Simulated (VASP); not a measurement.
Set up this calculation in VASP 6.6.1, as the native input.

| Property | Result |
| --- | --- |
| Task | single point |
| Functional | PBE |
| Potentials or basis | VASP PAW PBE potentials, release 64 (Al, Cu) |
| Cutoff | 520 eV |
| k mesh | 10 × 10 × 10 |
| Occupations | gaussian, width 0.15 eV |
| Spin | no spin polarisation |
| Dipole correction | no |
| Further INCAR settings | ALGO = Fast; EDIFF = 1e-06; NBANDS = 26 |

The structure of Al2Cu lies in POSCAR:

```
Al2Cu
1.0
   -2.9353500000      2.9353500000      2.5633500000
    2.9353500000     -2.9353500000      2.5633500000
    2.9353500000      2.9353500000     -2.5633500000
Al Cu
4 2
Direct
    0.1587211657      0.6587211657      0.8174423314
    0.6587211657      0.8412788343      0.5000000000
    0.8412788343      0.3412788343      0.1825576686
    0.3412788343      0.1587211657      0.5000000000
    0.7500000000      0.7500000000      0.0000000000
    0.2500000000      0.2500000000      0.0000000000
```

One way to write it, as run:

INCAR

```
SYSTEM = Al2Cu
PREC     = Accurate       ! precision mode
ENCUT    = 520            ! plane-wave cutoff, eV
EDIFF    = 1E-6           ! SCF threshold, eV
ISMEAR   = 0              ! smearing method
SIGMA    = 0.15           ! smearing width, eV
LREAL    = .False.        ! projectors in reciprocal space
LASPH    = .True.         ! aspherical terms in the spheres
NELM     = 100            ! most SCF steps
ALGO     = Fast           ! electronic algorithm
ISIF     = 2              ! what is computed and relaxed
LWAVE    = .False.        ! write WAVECAR
LCHARG   = .False.        ! write CHGCAR
GGA      = PE             ! functional
NBANDS   = 26             ! bands
```

KPOINTS

```
regular mesh
0
Gamma
  10 10 10
  0 0 0
```

Potentials or basis: VASP PAW PBE potentials, release 64 (Al, Cu).

Run with:

```sh
$ cat potpaw_PBE.64/Al/POTCAR potpaw_PBE.64/Cu/POTCAR > POTCAR
$ mpirun -np 1 vasp_std > vasp.out
```

Results of the run:

The pressure is 2.2 GPa and the largest force is 0.239 eV/Å. The band gap on the k mesh is zero (bands 17 and 18 overlap by 3.61 eV).

It took 6.2 min on 1 thread of Intel Xeon 8259CL (shared host), peak memory 0.34 GiB.
